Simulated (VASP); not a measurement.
Set up this calculation in VASP 6.6.1, as the native input.

* Task: single point
* Functional: B3LYP
* Potentials or basis: VASP PAW PBE potentials, release 64 (C)
* Cutoff: 520 eV
* k mesh: 7 × 7 × 7
* Occupations: fermi-dirac, width 0.05 eV
* Spin: no spin polarisation
* Dipole correction: no
* Grid for exact exchange (PRECFOCK): Normal
* Further INCAR settings: ALGO = Normal; EDIFF = 1e-07; NBANDS = 11

Crystal: C.

```xyz
2
Lattice="0.0000 1.7593 1.7593 1.7593 0.0000 1.7593 1.7593 1.7593 0.0000" Properties=species:S:1:pos:R:3 pbc="T T T"
C     2.6389    2.6389    2.6389
C     1.7593    1.7593    1.7593
```

The input as run:

POSCAR

```
C
1.0
    0.0000000000      1.7592674508      1.7592674508
    1.7592674508      0.0000000000      1.7592674508
    1.7592674508      1.7592674508      0.0000000000
C
2
Direct
    0.7500000000      0.7500000000      0.7500000000
    0.5000000000      0.5000000000      0.5000000000
```

INCAR.step1

```
PREC = Accurate ; ENCUT = 520
EDIFF = 1E-5 ; ISMEAR = -1
SIGMA = 0.05 ; LREAL = F
LASPH = T ; NELM = 100
ALGO = Normal ; ISIF = 2
LWAVE = T ; LCHARG = F
GGA = PE ; NBANDS = 11
```

INCAR.step2

```
PREC = Accurate ; ENCUT = 520
EDIFF = 1E-7 ; ISMEAR = -1
SIGMA = 0.05 ; LREAL = F
LASPH = T ; NELM = 100
ALGO = Normal ; ISIF = 2
LWAVE = F ; LCHARG = F
GGA = B3 ; LHFCALC = T
AEXX = 0.2 ; AGGAX = 0.72
AGGAC = 0.81 ; ALDAC = 0.19
PRECFOCK = Normal ; ISTART = 1
NBANDS = 11
```

KPOINTS

```
Automatic mesh
0
Gamma
  7 7 7
```

Potentials or basis: VASP PAW PBE potentials, release 64 (C).

Run with:

```console
$ cat potpaw_PBE.64/C/POTCAR > POTCAR
$ cp INCAR.step1 INCAR
$ mpirun -np 1 vasp_std > vasp.out
$ cp INCAR.step2 INCAR
$ mpirun -np 1 vasp_std > vasp.out
```

It gave:

| Property | Result |
| --- | --- |
| Pressure | 21.0 GPa |
| Band gap on the k mesh | 6.26 eV, indirect (least direct gap 7.59 eV) |

Caveat: the k points lie up to 0.44 Å⁻¹ apart; the PAW data sets were made with another functional, which shifts forces and pressure a little.

It took 3.9 min on 1 thread of AMD EPYC 7R13 Processor (Zen 3) (shared host), peak memory 0.09 GiB.
